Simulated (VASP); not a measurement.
Write the native input for VASP 6.6.1 that does the following.

| Property | Result |
| --- | --- |
| Task | single point |
| Functional | PBE |
| Potentials or basis | VASP PAW PBE potentials, release 64 (Y_sv, C, F) |
| Cutoff | 600 eV |
| k mesh | 9 × 9 × 4 |
| Occupations | gaussian, width 0.02 eV |
| Spin | no spin polarisation |
| Dipole correction | no |
| Further INCAR settings | ALGO = Normal; EDIFF = 1e-06; NBANDS = 28 |

The structure of Y2CF2 lies in POSCAR:

```
Y2CF2
1.0
    3.6583010543      0.0000000000      0.0000000000
   -1.8291505272      3.1681816478      0.0000000000
    0.0000000000      0.0000000000      6.4801117509
Y C F
2 1 2
Direct
    0.3333333333      0.6666666667      0.2095303946
    0.6666666667      0.3333333333      0.7904696054
    0.0000000000      0.0000000000      0.0000000000
    0.3333333333      0.6666666667      0.6184328026
    0.6666666667      0.3333333333      0.3815671974
```

The input as run:

INCAR

```
SYSTEM = Y2CF2
PREC = Accurate
ENCUT = 600
EDIFF = 1E-6
ISMEAR = 0
SIGMA = 0.02
LREAL = .FALSE.
LASPH = .TRUE.
NELM = 120
ALGO = Normal
ISIF = 2
LWAVE = .FALSE.
LCHARG = .FALSE.
GGA = PE
NBANDS = 28
GGA_COMPAT = .FALSE.
```

KPOINTS

```
regular mesh
0
G
  9 9 4
  0 0 0
```

Potentials or basis: VASP PAW PBE potentials, release 64 (Y_sv, C, F).

The run is started by

```bash
$ cat potpaw_PBE.64/Y_sv/POTCAR potpaw_PBE.64/C/POTCAR potpaw_PBE.64/F/POTCAR > POTCAR
$ mpirun -np 1 vasp_std > vasp.out
```

Results of the run:

```
Pressure               : -0.2 GPa
Largest force          : 0.006 eV/Å
Band gap on the k mesh : 1.18 eV (least direct gap 1.33 eV)
```

Caveat: an odd mesh through Γ misses points on the zone boundary, where band edges can lie.

Run time: 3.1 min on 1 thread of Intel Xeon 8259CL, on a shared host, peak memory 0.29 GiB.
